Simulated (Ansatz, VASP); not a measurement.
# Two plane-wave programs on K

```
K
1.0
    -2.64418    2.64418    2.61800
     2.64418   -2.64418    2.61800
     2.59182    2.59182   -2.61800
K
1
Direct
  0.00000 0.00000 0.00000
```

Change from the starting cell: strain -0.0200 x Voigt [0, 0, 0, 0, 0, 1], atoms carried along.

Alike in both runs: task single point; functional PBE; k mesh 14 × 14 × 14; occupations gaussian, width 0.15 eV; no spin polarisation.

|  | VASP | Ansatz |
| --- | --- | --- |
| version | VASP 6.6.1 | Ansatz 0.2.0 |
| potentials or method | VASP PAW PBE potentials, release 64 (K_sv), cutoff 520 eV | scalar-relativistic, plane waves, PAW |
| valence electrons in the cell | 9 | 9 |

```csv
,VASP,Ansatz,Ansatz less VASP
gap on the k mesh at the Fermi level (eV),none,none,-
pressure (GPa),0.1,0.1,0.00
"traceless stress, the component that is largest in VASP (GPa)",0.06,0.06,0.000
```

A gap of «none» marks a metal or a gap that the smearing closes.
